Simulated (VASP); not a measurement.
# SiNi (Pnma) in VASP: a series of runs

SiNi is run at these levels: PBE; tasks: single point.

Everything below comes from runs of VASP 6.6.1. Logs are shortened: lines on timing, memory, paths and dates and some standing lists are left out, and cuts for length are marked.

## Step 1: The cell of the first run

Symmetry: Pnma, No. 62, orthorhombic system. The conventional cell has a = 5.154 Å, b = 3.426 Å, c = 5.620 Å, α = 90.00°, β = 90.00°, γ = 90.00°. Si (site symmetry m) has 6 Ni at 2.29 to 2.43 Å and 2 Si at 2.69 Å within 3.0 Å. Within 3.0 Å of Ni (site symmetry m) lie 6 Si at 2.29 to 2.43 Å and 4 Ni at 2.67 to 2.73 Å.

## Step 2: Single point, PBE (strain +0.0150 x Voigt [0, 1, 0, 0, 0, 0])

INCAR reads:

```
PREC = Accurate
ENCUT = 520
EDIFF = 1E-6
ISMEAR = 0
SIGMA = 0.15
LREAL = F
LASPH = T
NELM = 100
ALGO = Normal
ISIF = 2
LWAVE = F
LCHARG = F
GGA = PE
NBANDS = 38
```

KPOINTS reads:

```
Automatic mesh
0
Gamma
  8 12 8
```

POSCAR reads:

```
SiNi
1.0
    5.1540864102      0.0000000000      0.0000000000
    0.0000000000      3.4261223386      0.0000000000
    0.0000000000      0.0000000000      5.6197139747
Si Ni
4 4
Direct
    0.3212470398      0.7500000000      0.0840781290
    0.1787529602      0.2500000000      0.5840781290
    0.8212470398      0.7500000000      0.4159218710
    0.6787529602      0.2500000000      0.9159218710
    0.0082175838      0.2500000000      0.1884869323
    0.4917824162      0.7500000000      0.6884869323
    0.5082175838      0.2500000000      0.3115130677
    0.9917824162      0.7500000000      0.8115130677
```

Potentials or basis: VASP PAW PBE potentials, release 64 (Si, Ni).

The run is started by

```sh
cat potpaw_PBE.64/Si/POTCAR potpaw_PBE.64/Ni/POTCAR > POTCAR
mpirun -np 1 vasp_std > vasp.out
```

OUTCAR:

```text
PREC = Accurate
   ENCUT = 520
   EDIFF = 1E-6
   ISMEAR = 0
   LREAL = F
   LASPH = T
   NELM = 100
   ISIF = 2
   GGA = PE

 ion  position               nearest neighbor table
   1  0.321  0.750  0.084-   8 2.29   7 2.34   7 2.34   6 2.39   5 2.43   5 2.43   4 2.69   4 2.69

   2  0.179  0.250  0.584-   7 2.29   8 2.34   8 2.34   5 2.39   6 2.43   6 2.43   3 2.69   3 2.69

   3  0.821  0.750  0.416-   6 2.29   5 2.34   5 2.34   8 2.39   7 2.43   7 2.43   2 2.69   2 2.69

   4  0.679  0.250  0.916-   5 2.29   6 2.34   6 2.34   7 2.39   8 2.43   8 2.43   1 2.69   1 2.69

   5  0.008  0.250  0.188-   4 2.29   3 2.34   3 2.34   2 2.39   1 2.43   1 2.43   7 2.67   7 2.67
                             8 2.73   8 2.73
   6  0.492  0.750  0.688-   3 2.29   4 2.34   4 2.34   1 2.39   2 2.43   2 2.43   8 2.67   8 2.67
                             7 2.73   7 2.73
   7  0.508  0.250  0.312-   2 2.29   1 2.34   1 2.34   4 2.39   3 2.43   3 2.43   5 2.67   5 2.67
                             6 2.73   6 2.73
   8  0.992  0.750  0.812-   1 2.29   2 2.34   2 2.34   3 2.39   4 2.43   4 2.43   6 2.67   6 2.67
                             5 2.73   5 2.73

  LATTYP: Found a simple orthorhombic cell.
 ALAT       =     3.4261223386
 B/A-ratio  =     1.5043497870
 C/A-ratio  =     1.6402549061

  Lattice vectors:

 A1 = (   0.0000000000,  -3.4261223386,   0.0000000000)
 A2 = (   5.1540864102,   0.0000000000,   0.0000000000)
 A3 = (   0.0000000000,   0.0000000000,   5.6197139747)

Analysis of symmetry for initial positions (statically):
=====================================================================
 Subroutine PRICEL returns:
 Original cell was already a primitive cell.

 Routine SETGRP: Setting up the symmetry group for a
 simple orthorhombic supercell.

 Subroutine GETGRP returns: Found  8 space group operations
 (whereof  2 operations were pure point group operations)
 out of a pool of  8 trial point group operations.

The static configuration has the point symmetry S_2 .
 The point group associated with its full space group is D_2h.

Analysis of symmetry for dynamics (positions and initial velocities):
=====================================================================
 Subroutine PRICEL returns:
 Original cell was already a primitive cell.

 Routine SETGRP: Setting up the symmetry group for a
 simple orthorhombic supercell.

 Subroutine GETGRP returns: Found  8 space group operations
 (whereof  2 operations were pure point group operations)
[... 115 lines left out ...]
   EDIFF  = 0.1E-05   stopping-criterion for ELM
   LREAL  =      F    real-space projection
   EDIFFG = 0.1E-04   stopping-criterion for IOM
   NSW    =      0    number of steps for IOM
   IBRION =     -1    ionic relax: 0-MD 1-quasi-New 2-CG
   NFREE  =      0    steps in history (QN), initial steepest desc. (CG)
   ISIF   =      2    stress and relaxation
   ISYM   =      2    0-nonsym 1-usesym 2-fastsym
   POTIM  = 0.5000    time-step for ionic-motion
   TEBEG  =    0.0;   TEEND  =   0.0 temperature during run
   PSTRESS=    0.0 pullay stress
   NELECT =      56.0000    total number of electrons
   NUPDOWN=      -1.0000    fix difference up-down
   EMIN   =  10.00;   EMAX   =-10.00  energy-range for DOS
   EFERMI =   0.00;   METHOD = LEGACY
   ISMEAR =     0;   SIGMA  =   0.15  broadening in eV -4-tet -1-fermi 0-gaus
   EFERMI_NEDOS =   21; number of points for ismear=-14 and -15
   IALGO  =     38    algorithm
   IMIX   =      4    mixing-type and parameters
     AMIX     =   0.40;   BMIX     =  1.00
     AMIX_MAG =   1.60;   BMIX_MAG =  1.00
  volume/ion in A,a.u.               =      12.40        83.71
  Fermi-wavevector in a.u.,A,eV,Ry     =   1.352845  2.556506 24.901227  1.830189
  Thomas-Fermi vector in A             =   2.480149
   LORBIT       =      0    0 simple, 1 ext, 2 COOP (PROOUT), +10 PAW based schemes
   GGA     = PE    functional components
   LHFCALC =     F    Hartree Fock is set to
   AEXX    =    0.0000 exact exchange contribution
   IVDW    =     0    specifies the selected vdW correction
   LEPSILON=     F    determine dielectric tensor
   LRPA    =     F    only Hartree local field effects (RPA)
 non-spin polarized calculation
 Gauss-broadening in eV      SIGMA  =   0.15
  energy-cutoff  :      520.00
  volume of cell :       99.24
 maximum number of plane-waves:      2712
 NGX is ok and might be reduce to    40
   NGX = 19   NGY = 13   NGZ = 21

 number of electron      55.9999970 magnetization

 Free energy of the ion-electron system (eV)
  ---------------------------------------------------
  ext. energy  EPLUGINS =         0.00000000
  ---------------------------------------------------
  free energy    TOTEN  =       -47.59350361 eV

  energy without entropy =      -47.57277303  energy(sigma->0) =      -47.58313832

 E-fermi :  10.0723     XC(G=0): -12.0939

 val. band max:       10.0713683930   @ k =   0.0000   0.4167   0.2500
 cond. band min:      10.0975512985   @ k =   0.2500   0.4167   0.2500
 fundamental gap:      0.0261829055
 Fermi energy:        10.0723060426

 k-point     1 :       0.0000    0.0000    0.0000
  band No.  band energies     occupation
      1      -2.7044      2.00000
      2       0.6229      2.00000
      3       1.8901      2.00000
      4       2.4679      2.00000
      5       3.7662      2.00000
      6       4.1948      2.00000
[... 973 lines left out ...]
     37      15.8700      0.00000
     38      16.7703      0.00000

 [... further k-points ...]
[... 5 lines left out ...]
  --------------------------------------------------------------------------------------
  -------------------------------------------------------------------------------------
  Total       -1.1339045     -2.3854148     -1.0722804      0.0000000      0.0000000      0.0000000
  in kB      -18.3070461    -38.5128552    -17.3121172      0.0000000      0.0000000      0.0000000
  external PRESSURE =     -24.7106728 kB  Pullay stress =       0.0000000 kB

 VOLUME and BASIS-vectors are now :
 -----------------------------------------------------------------------------
  energy-cutoff  :      520.00
  volume of cell :       99.24
      direct lattice vectors                 reciprocal lattice vectors
     5.154086410  0.000000000  0.000000000     0.194020806  0.000000000  0.000000000
     0.000000000  3.426122339  0.000000000     0.000000000  0.291875158  0.000000000
     0.000000000  0.000000000  5.619713975     0.000000000  0.000000000  0.177944999

 POSITION                                       TOTAL-FORCE (eV/Angst)
 -----------------------------------------------------------------------------------
      1.65574      2.56959      0.47250         0.002484     -0.000000      0.099888
      0.92131      0.85653      3.28235        -0.002484     -0.000000      0.099888
      4.23278      2.56959      2.33736         0.002484     -0.000000     -0.099888
      3.49835      0.85653      5.14722        -0.002484      0.000000     -0.099888
      0.04235      0.85653      1.05924         0.013565     -0.000000      0.052343
      2.53469      2.56959      3.86910        -0.013565     -0.000000      0.052343
      2.61940      0.85653      1.75061         0.013565      0.000000     -0.052343
      5.11173      2.56959      4.56047        -0.013565     -0.000000     -0.052343
 -----------------------------------------------------------------------------------
    total drift:                               -0.000000      0.000000      0.000000

  FREE ENERGIE OF THE ION-ELECTRON SYSTEM (eV)
  ---------------------------------------------------
  free  energy   TOTEN  =       -47.5935036070 eV

  energy  without entropy=      -47.5727730321  energy(sigma->0) =      -47.58313832
```

OSZICAR:

```text
N       E                     dE             d eps       ncg     rms          rms(c)
DAV:   1     0.364360871467E+03    0.36436E+03   -0.24189E+04 13300   0.172E+03
DAV:   2    -0.234783830736E+02   -0.38784E+03   -0.37201E+03 13318   0.361E+02
DAV:   3    -0.535683268213E+02   -0.30090E+02   -0.28961E+02 14928   0.120E+02
DAV:   4    -0.545794710689E+02   -0.10111E+01   -0.10049E+01 15742   0.201E+01
DAV:   5    -0.546130978578E+02   -0.33627E-01   -0.33615E-01 16278   0.352E+00    0.277E+01
DAV:   6    -0.650395110280E+02   -0.10426E+02   -0.13603E+02 15402   0.171E+02    0.387E+01
DAV:   7    -0.476135249665E+02    0.17426E+02   -0.43608E+01 15656   0.106E+02    0.619E+00
DAV:   8    -0.477004173733E+02   -0.86892E-01   -0.67416E+00 19582   0.206E+01    0.382E+00
DAV:   9    -0.475958325966E+02    0.10458E+00   -0.60819E-01 16754   0.975E+00    0.791E-01
DAV:  10    -0.475949719996E+02    0.86060E-03   -0.23363E-02 16254   0.172E+00    0.501E-01
DAV:  11    -0.475935554818E+02    0.14165E-02   -0.49082E-03 18378   0.870E-01    0.118E-01
DAV:  12    -0.475935531573E+02    0.23246E-05   -0.34725E-04 15276   0.125E-01    0.706E-02
DAV:  13    -0.475935036298E+02    0.49527E-04   -0.84413E-05 20768   0.108E-01    0.197E-02
DAV:  14    -0.475935045871E+02   -0.95729E-06   -0.18099E-05 14946   0.233E-02    0.572E-03
DAV:  15    -0.475935036070E+02    0.98004E-06   -0.59492E-07  8450   0.766E-03
   1 F= -.47593504E+02 E0= -.47583138E+02  d E =-.207306E-01
```

stdout:

```text
POSCAR found type information on POSCAR SiNi
 POSCAR found :  2 types and       8 ions
 scaLAPACK will be used
 LDA part: xc-table for (Slater+PW92), standard interpolation
 POSCAR, INCAR and KPOINTS ok, starting setup
 FFT: planning ... GRIDC
 FFT: planning ... GRID_SOFT
 FFT: planning ... GRID
 WAVECAR not read
 entering main loop
```

Run time: 3.9 min. Hardware: 1 thread of Intel Xeon 6975P-C (Granite Rapids), shared host; peak memory 0.57 GiB.

Results:

| Property | Result |
| --- | --- |
| Free energy | -47.5935 eV |
| Pressure | -2.5 GPa |
| Largest force | 0.100 eV/Å |
| Band gap on the k mesh | zero (band 28 reaches 11.19 eV, above the bottom of band 29 at 9.36 eV) |

Forces in eV/Å, atoms in the order of the input:
```
Si   0.002  0.000  0.100
Si  -0.002  0.000  0.100
Si   0.002  0.000 -0.100
Si  -0.002  0.000 -0.100
Ni   0.014  0.000  0.052
Ni  -0.014  0.000  0.052
Ni   0.014  0.000 -0.052
Ni  -0.014  0.000 -0.052
```

Caveat: the cell differs from its parent crystal (strain +0.0150 x Voigt [0, 1, 0, 0, 0, 0]).

## Step 3: Single point, PBE (strain +0.0200 x Voigt [0, 1, 0, 0, 0, 0])

INCAR reads:

```
SYSTEM = SiNi
PREC = Accurate ; ENCUT = 520
EDIFF = 1E-7 ; ISMEAR = 0
SIGMA = 0.15 ; LREAL = .False.
LASPH = .True. ; NELM = 60
ALGO = Normal ; ISIF = 2
LWAVE = .False. ; LCHARG = .False.
GGA = PE ; NBANDS = 38
```

KPOINTS reads:

```
regular mesh
0
Gamma
  8 12 8
  0 0 0
```

Edit POSCAR of step 2 so:

```diff
@@ -3,3 +3,3 @@
     5.1540864102      0.0000000000      0.0000000000
-    0.0000000000      3.4261223386      0.0000000000
+    0.0000000000      3.4429997886      0.0000000000
     0.0000000000      0.0000000000      5.6197139747
```

Potentials or basis: VASP PAW PBE potentials, release 64 (Si, Ni).

The run is started by

```sh
cat potpaw_PBE.64/Si/POTCAR potpaw_PBE.64/Ni/POTCAR > POTCAR
mpirun -np 1 vasp_std > vasp.out
```

Wall time 4.3 min (1 thread of Intel Xeon 6975P-C (Granite Rapids), shared host); peak memory 0.57 GiB.

The run converged. Its results:

| Quantity | Value |
| --- | --- |
| Free energy | -47.5801 eV |
| Pressure | -3.2 GPa |
| Largest force | 0.128 eV/Å |
| Band gap on the k mesh | zero (band 28 reaches 11.14 eV, above the bottom of band 29 at 9.30 eV) |

Forces in eV/Å, atoms in the order of the input:
```
Si   0.006  0.000  0.128
Si  -0.006  0.000  0.128
Si   0.006  0.000 -0.128
Si  -0.006  0.000 -0.128
Ni   0.014  0.000  0.068
Ni  -0.014  0.000  0.068
Ni   0.014  0.000 -0.068
Ni  -0.014  0.000 -0.068
```

Stress tensor (GPa, compression positive):
```
-2.37  0.00  0.00
 0.00 -5.02  0.00
 0.00  0.00 -2.23
```

Levels at points of the mesh, in eV from the Fermi level:
| k point | band 26 | band 27 | band 28 | band 29 | band 30 | band 31 |
| --- | --- | --- | --- | --- | --- | --- |
| (0.00, 0.00, 0.00) | -1.33 | -1.08 | -0.83 | 0.71 | 1.24 | 3.12 |
| (0.50, 0.00, 0.00) | -1.75 | 0.91 | 0.91 | 1.12 | 1.12 | 3.37 |
| (0.00, 0.50, 0.00) | -1.84 | -1.29 | -1.29 | -0.57 | -0.57 | 1.95 |
| (0.50, 0.50, 0.00) | -1.60 | -1.60 | -1.60 | 0.42 | 0.42 | 0.42 |
| (0.00, 0.00, 0.50) | -1.30 | -0.18 | -0.18 | 0.75 | 0.75 | 3.09 |
| (0.50, 0.00, 0.50) | -0.89 | 0.85 | 0.85 | 2.12 | 2.12 | 2.54 |
| (0.00, 0.50, 0.50) | -1.91 | -1.60 | -1.60 | 0.22 | 0.22 | 1.19 |
| (0.50, 0.50, 0.50) | -1.81 | -1.81 | -1.81 | 2.49 | 2.49 | 2.49 |

Caveat: the cell differs from its parent crystal (strain +0.0200 x Voigt [0, 1, 0, 0, 0, 0]).
